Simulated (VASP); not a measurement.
# CuAs (P6_3/mmc) in VASP: further runs, part 2 of 2

VASP 6.6.1.

### 4 Single point, LDA

This run uses another cell than the first one, of 14.33 Å³/atom, 1.022 times its volume.

INCAR reads:

```
SYSTEM = CuAs
PREC     = Accurate       ! precision mode
ENCUT    = 520            ! plane-wave cutoff, eV
EDIFF    = 1E-6           ! SCF threshold, eV
ISMEAR   = 0              ! smearing method
SIGMA    = 0.15           ! smearing width, eV
LREAL    = .FALSE.        ! projectors in reciprocal space
LASPH    = .TRUE.         ! aspherical terms in the spheres
NELM     = 100            ! most SCF steps
ALGO     = Normal         ! electronic algorithm
ISIF     = 2              ! what is computed and relaxed
LWAVE    = .FALSE.        ! write WAVECAR
LCHARG   = .TRUE.         ! write CHGCAR
LELF     = .TRUE.         ! ELF
LVHAR    = .TRUE.       
NBANDS   = 24             ! bands
```

KPOINTS reads:

```
Automatic mesh
0
G
  12 12 8
  0 0 0
```

POSCAR reads:

```
CuAs
1.0
    3.6915000000      0.0000000000      0.0000000000
   -1.8457500000      3.1969327781      0.0000000000
    0.0000000000      0.0000000000      4.8580437534
Cu As
2 2
Direct
    0.0000000000      0.0000000000      0.5000000000
    0.0000000000      0.0000000000      0.0000000000
    0.6666666667      0.3333333333      0.7500000000
    0.3333333333      0.6666666667      0.2500000000
```

Potentials or basis: VASP PAW LDA potentials, release 64 (Cu, As).

Command:

```bash
cat potpaw_LDA.64/Cu/POTCAR potpaw_LDA.64/As/POTCAR > POTCAR
mpirun -np 1 vasp_std > vasp.out
```

OUTCAR:

```text
SYSTEM = CuAs
   PREC = Accurate
   ENCUT = 520
   EDIFF = 1E-6
   ISMEAR = 0
   LREAL = .FALSE.
   LASPH = .TRUE.
   NELM = 100
   ISIF = 2

 ion  position               nearest neighbor table
   1  0.000  0.000  0.500-   2 2.43   2 2.43   4 2.45   3 2.45   3 2.45   4 2.45   3 2.45   4 2.45

   2  0.000  0.000  0.000-   1 2.43   1 2.43   4 2.45   3 2.45   3 2.45   4 2.45   3 2.45   4 2.45

   3  0.667  0.333  0.750-   1 2.45   2 2.45   1 2.45   2 2.45   1 2.45   2 2.45
   4  0.333  0.667  0.250-   1 2.45   2 2.45   1 2.45   2 2.45   1 2.45   2 2.45

  LATTYP: Found a hexagonal cell.
 ALAT       =     3.6915000000
 C/A-ratio  =     1.3160080600

  Lattice vectors:

 A1 = (   3.6915000000,   0.0000000000,   0.0000000000)
 A2 = (  -1.8457500000,   3.1969327781,   0.0000000000)
 A3 = (   0.0000000000,   0.0000000000,   4.8580437534)

Analysis of symmetry for initial positions (statically):
=====================================================================
 Subroutine PRICEL returns:
 Original cell was already a primitive cell.

 Routine SETGRP: Setting up the symmetry group for a
 hexagonal supercell.

 Subroutine GETGRP returns: Found 24 space group operations
 (whereof 12 operations were pure point group operations)
 out of a pool of 24 trial point group operations.

The static configuration has the point symmetry D_3d.
 The point group associated with its full space group is D_6h.

Analysis of symmetry for dynamics (positions and initial velocities):
=====================================================================
 Subroutine PRICEL returns:
 Original cell was already a primitive cell.

 Routine SETGRP: Setting up the symmetry group for a
 hexagonal supercell.

 Subroutine GETGRP returns: Found 24 space group operations
 (whereof 12 operations were pure point group operations)
[... 117 lines left out ...]
   PSTRESS=    0.0 pullay stress
   NELECT =      32.0000    total number of electrons
   NUPDOWN=      -1.0000    fix difference up-down
   EMIN   =  10.00;   EMAX   =-10.00  energy-range for DOS
   EFERMI =   0.00;   METHOD = LEGACY
   ISMEAR =     0;   SIGMA  =   0.15  broadening in eV -4-tet -1-fermi 0-gaus
   EFERMI_NEDOS =   21; number of points for ismear=-14 and -15
   IALGO  =     38    algorithm
   IMIX   =      4    mixing-type and parameters
     AMIX     =   0.40;   BMIX     =  1.00
     AMIX_MAG =   1.60;   BMIX_MAG =  1.00
  volume/ion in A,a.u.               =      14.33        96.72
  Fermi-wavevector in a.u.,A,eV,Ry     =   1.347904  2.547169 24.719671  1.816845
  Thomas-Fermi vector in A             =   2.475616
   LORBIT       =      0    0 simple, 1 ext, 2 COOP (PROOUT), +10 PAW based schemes
   GGA     = CA    functional components
   LHFCALC =     F    Hartree Fock is set to
   AEXX    =    0.0000 exact exchange contribution
   IVDW    =     0    specifies the selected vdW correction
   LEPSILON=     F    determine dielectric tensor
   LRPA    =     F    only Hartree local field effects (RPA)
 non-spin polarized calculation
 Gauss-broadening in eV      SIGMA  =   0.15
  energy-cutoff  :      520.00
  volume of cell :       57.33
 maximum number of plane-waves:      1560
 NGX is ok and might be reduce to    28
   NGX = 13   NGY = 13   NGZ = 19

 number of electron      31.9999980 magnetization

 Free energy of the ion-electron system (eV)
  ---------------------------------------------------
  ext. energy  EPLUGINS =         0.00000000
  ---------------------------------------------------
  free energy    TOTEN  =       -20.04259587 eV

  energy without entropy =      -20.02356185  energy(sigma->0) =      -20.03307886

 E-fermi :   7.9030     XC(G=0): -11.9846

 val. band max:        7.8967575772   @ k =   0.2500   0.0000   0.5000
 cond. band min:       7.9240166740   @ k =   0.5000   0.0000   0.0000
 fundamental gap:      0.0272590968
 Fermi energy:         7.9030389913

 k-point     1 :       0.0000    0.0000    0.0000
  band No.  band energies     occupation
      1      -6.6523      2.00000
      2      -2.4605      2.00000
      3       0.7981      2.00000
      4       2.3260      2.00000
      5       2.3260      2.00000
      6       2.7238      2.00000
[... 637 lines left out ...]
     23      17.0875      0.00000
     24      17.8542      0.00000

 [... further k-points ...]
[... 5 lines left out ...]
  --------------------------------------------------------------------------------------
  -------------------------------------------------------------------------------------
  Total        2.9963987      2.9963987      1.9190713      0.0000000     -0.0000000      0.0000000
  in kB       83.7360344     83.7360344     53.6295189      0.0000000     -0.0000000      0.0000000
  external PRESSURE =      73.7005292 kB  Pullay stress =       0.0000000 kB

 VOLUME and BASIS-vectors are now :
 -----------------------------------------------------------------------------
  energy-cutoff  :      520.00
  volume of cell :       57.33
      direct lattice vectors                 reciprocal lattice vectors
     3.691500000  0.000000000  0.000000000     0.270892591  0.156399910  0.000000000
    -1.845750000  3.196932778  0.000000000     0.000000000  0.312799821  0.000000000
     0.000000000  0.000000000  4.858043753     0.000000000  0.000000000  0.205844173

 POSITION                                       TOTAL-FORCE (eV/Angst)
 -----------------------------------------------------------------------------------
      0.00000      0.00000      2.42902         0.000000      0.000000     -0.000000
      0.00000      0.00000      0.00000         0.000000      0.000000     -0.000000
      1.84575      1.06564      3.64353         0.000000     -0.000000      0.000000
     -0.00000      2.13129      1.21451        -0.000000      0.000000     -0.000000
 -----------------------------------------------------------------------------------
    total drift:                               -0.000000      0.000000      0.000000

  FREE ENERGIE OF THE ION-ELECTRON SYSTEM (eV)
  ---------------------------------------------------
  free  energy   TOTEN  =       -20.0425958681 eV

  energy  without entropy=      -20.0235618464  energy(sigma->0) =      -20.03307886
```

OSZICAR:

```text
N       E                     dE             d eps       ncg     rms          rms(c)
DAV:   1     0.217945182164E+03    0.21795E+03   -0.13990E+04  4632   0.181E+03
DAV:   2    -0.494280793112E+01   -0.22289E+03   -0.20939E+03  4624   0.330E+02
DAV:   3    -0.226768293810E+02   -0.17734E+02   -0.16537E+02  6072   0.112E+02
DAV:   4    -0.231902300924E+02   -0.51340E+00   -0.51254E+00  5360   0.182E+01
DAV:   5    -0.231995551145E+02   -0.93250E-02   -0.93228E-02  6240   0.218E+00    0.159E+01
DAV:   6    -0.239897687236E+02   -0.79021E+00   -0.40464E+01  5336   0.188E+02    0.121E+01
DAV:   7    -0.200904360130E+02    0.38993E+01   -0.11698E+01  5408   0.989E+01    0.239E+00
DAV:   8    -0.200994646113E+02   -0.90286E-02   -0.13398E+00  7232   0.249E+01    0.208E+00
DAV:   9    -0.200427594404E+02    0.56705E-01   -0.25746E-01  6344   0.129E+01    0.184E-01
DAV:  10    -0.200433453327E+02   -0.58589E-03   -0.11152E-02  7152   0.138E+00    0.208E-01
DAV:  11    -0.200426290417E+02    0.71629E-03   -0.22445E-03  6144   0.160E+00    0.512E-02
DAV:  12    -0.200426209519E+02    0.80898E-05   -0.45983E-04  7096   0.290E-01    0.295E-02
DAV:  13    -0.200425977808E+02    0.23171E-04   -0.26649E-05  7568   0.119E-01    0.107E-02
DAV:  14    -0.200425958827E+02    0.18981E-05   -0.12879E-05  7120   0.681E-02    0.186E-03
DAV:  15    -0.200425958681E+02    0.14555E-07   -0.63239E-07  2816   0.973E-03
   1 F= -.20042596E+02 E0= -.20033079E+02  d E =-.190340E-01
```

stdout:

```text
POSCAR found type information on POSCAR CuAs
 POSCAR found :  2 types and       4 ions
 scaLAPACK will be used
 LDA part: xc-table for (Slater(with rela. corr.)+CA(PZ))
 , standard interpolation
 POSCAR, INCAR and KPOINTS ok, starting setup
 FFT: planning ... GRIDC
 FFT: planning ... GRID_SOFT
 FFT: planning ... GRID
 WAVECAR not read
 entering main loop
```

It took 49 s on 1 thread of Intel Xeon 6975P-C (Granite Rapids), shared host; peak memory 0.23 GiB.

What came out:

```yaml
Free_energy: -20.0426 eV
Pressure: 7.4 GPa
Band_gap_on_the_k_mesh: zero (band 16 reaches 9.35 eV, above the bottom of band 17 at 7.07 eV)
```

Levels at points of the mesh, in eV from the Fermi level:
```
           k point  band 14  band 15  band 16  band 17  band 18  band 19
(0.00, 0.00, 0.00)    -0.20    -0.20     1.44     1.44     2.74     2.88
(0.50, 0.00, 0.00)    -3.35    -3.31    -2.32     0.02     2.76     3.31
(0.00, 0.00, 0.50)    -1.18     1.08     1.08     1.08     1.08     4.82
(0.50, 0.00, 0.50)    -3.63    -0.79    -0.79     0.51     0.51     4.77
```

### 5 The runs side by side

```csv
cell,gap on the mesh (eV),pressure (GPa)
"a = 3.603, b = 3.603, c = 4.988 Å, angles 90.0, 90.0, 120.0°, 4 atoms",none,11.3
"a = 3.780, b = 3.780, c = 4.599 Å, angles 90.0, 90.0, 120.0°, 4 atoms",none,9.0
"a = 3.692, b = 3.692, c = 4.858 Å, angles 90.0, 90.0, 120.0°, 4 atoms",none,7.4
```

Alike in all rows: task single point; level LDA; potentials or basis VASP PAW LDA potentials, release 64 (Cu, As); no spin polarisation; k mesh 12 × 12 × 8; cutoff (eV) 520; smearing gaussian 0.15 eV.

Absolute energies hang on the potentials; compare differences alone.
